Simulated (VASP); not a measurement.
Set up this calculation in VASP 6.6.1, as the native input.

```
Task                   : relaxation of cell and atoms
Functional             : PBE
Dispersion             : D3(BJ)
Potentials or basis    : VASP PAW PBE potentials, release 64 (Sn_d, Se)
Cutoff                 : 600 eV
k mesh                 : 12 × 12 × 6
Occupations            : gaussian, width 0.01 eV
Spin                   : no spin polarisation
Dipole correction      : no
Further INCAR settings : ALGO = Normal; EDIFF = 1e-06; IBRION = 2; EDIFFG = -0.001; NSW = 80; ISIF = 3
```

The structure of SnSe2 lies in POSCAR:

```
SnSe2
1.0
    3.8380776403      0.0000000000      0.0000000000
   -1.9190388201      3.3238727382      0.0000000000
    0.0000000000      0.0000000000      6.0146785232
Sn Se
1 2
Direct
    0.0000000000      0.0000000000      0.0000000000
    0.3333333333      0.6666666667      0.2650914459
    0.6666666667      0.3333333333      0.7349085541
```

The input as run:

INCAR

```
ALGO     = Normal         # electronic algorithm
EDIFF    = 1E-6           # SCF threshold, eV
EDIFFG   = -0.001         # ionic threshold
ENCUT    = 600            # plane-wave cutoff, eV
GGA      = PE             # functional
IBRION   = 2              # ionic algorithm
ISIF     = 3              # what is computed and relaxed
ISMEAR   = 0              # smearing method
IVDW     = 12             # dispersion correction
LASPH    = True           # aspherical terms in the spheres
LCHARG   = False          # write CHGCAR
LREAL    = False          # projectors in reciprocal space
LWAVE    = False          # write WAVECAR
NELM     = 100            # most SCF steps
NSW      = 80             # ionic steps
PREC     = Accurate       # precision mode
SIGMA    = 0.01           # smearing width, eV
```

KPOINTS

```
k-points
0
Gamma
  12 12 6
```

Potentials or basis: VASP PAW PBE potentials, release 64 (Sn_d, Se).

Run with:

```console
$ cat potpaw_PBE.64/Sn_d/POTCAR potpaw_PBE.64/Se/POTCAR > POTCAR
$ mpirun -np 1 vasp_std > vasp.out
```

It gave:

```yaml
Relaxed_volume: 25.59 Å³/atom
Relaxed_cell: a = 3.841 Å, b = 3.841 Å, c = 6.009 Å, α = 90.00°, β = 90.00°, γ = 120.00°
Space_group_after_relaxing_to_0.05_Å: P-3m1 (No. 164)
Energy_gained_by_relaxing: 0.0 meV/atom
Ionic_steps: 48
Pressure_after_relaxing: 0.0 GPa
Band_gap_on_the_k_mesh: 0.34 eV, indirect (least direct gap 0.81 eV)
Dispersion_energy_per_atom: -0.364 eV
```

Caveat: spin-orbit coupling is left out, which moves the levels of the heavy elements.

Wall time 13 min on 1 thread of AMD EPYC 9R45 96-Core Processor (Zen 5), on a shared host, peak memory 0.31 GiB.
